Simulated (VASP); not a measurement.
Here is a VASP 6.6.1 calculation.

The input POSCAR:

```
Cs2In6W
1.0
    0.0000000000      5.0475096000      5.0475096000
    5.0475096000      0.0000000000      5.0475096000
    5.0475096000      5.0475096000      0.0000000000
W Cs In
1 2 6
Direct
    0.0000000000      0.0000000000      0.0000000000
    0.2500000000      0.2500000000      0.2500000000
    0.7500000000      0.7500000000      0.7500000000
    0.2312000000      0.7688000000      0.7688000000
    0.7688000000      0.2312000000      0.7688000000
    0.7688000000      0.2312000000      0.2312000000
    0.2312000000      0.7688000000      0.2312000000
    0.7688000000      0.7688000000      0.2312000000
    0.2312000000      0.2312000000      0.7688000000
```

File INCAR.step1:

```
  ALGO = Normal
  EDIFF = 1E-4
  ENCUT = 520
  GGA = PE
  ISMEAR = -1
  LASPH = True
  LCHARG = False
  LREAL = False
  LWAVE = True
  NBANDS = 65
  NELM = 100
  PREC = Accurate
  SIGMA = 0.1
```

Contents of INCAR.step2:

```
  ALGO = Normal
  EDIFF = 1E-7
  ENCUT = 520
  ISIF = 2
  ISMEAR = -1
  ISTART = 1
  LASPH = True
  LCHARG = False
  LMIXTAU = True
  LREAL = False
  LWAVE = False
  METAGGA = R2SCAN
  NBANDS = 65
  NELM = 100
  PREC = Accurate
  SIGMA = 0.1
```

Contents of KPOINTS:

```
k-points
0
Gamma
  3 3 3
```

Potentials or basis: VASP PAW PBE potentials, release 64 (W_sv, Cs_sv, In_d).

The run is started by

```console
$ cat potpaw_PBE.64/W_sv/POTCAR potpaw_PBE.64/Cs_sv/POTCAR potpaw_PBE.64/In_d/POTCAR > POTCAR
$ cp INCAR.step1 INCAR
$ mpirun -np 1 vasp_std > vasp.out
$ cp INCAR.step2 INCAR
$ mpirun -np 1 vasp_std > vasp.out
```

Q: Estimate the band gap on the k mesh.

A: 0.05 eV, indirect (least direct gap 0.21 eV).

Q: What does it give for the pressure?

A: 20.4 GPa.

Q: Predict the largest force.

A: 6.660 eV/Å.

Forces on the atoms (eV/Å):
```
W    0.000  0.000  0.000
Cs   0.000  0.000  0.000
Cs   0.000  0.000  0.000
In  -6.660  0.000  0.000
In   0.000 -6.660  0.000
In   6.660  0.000  0.000
In   0.000  6.660  0.000
In   0.000  0.000 -6.660
In   0.000  0.000  6.660
```

Caveat: the PAW data sets were made with another functional, which shifts forces and pressure a little; spin-orbit coupling is left out, which moves the levels of the heavy elements. A k mesh can miss the band edges.
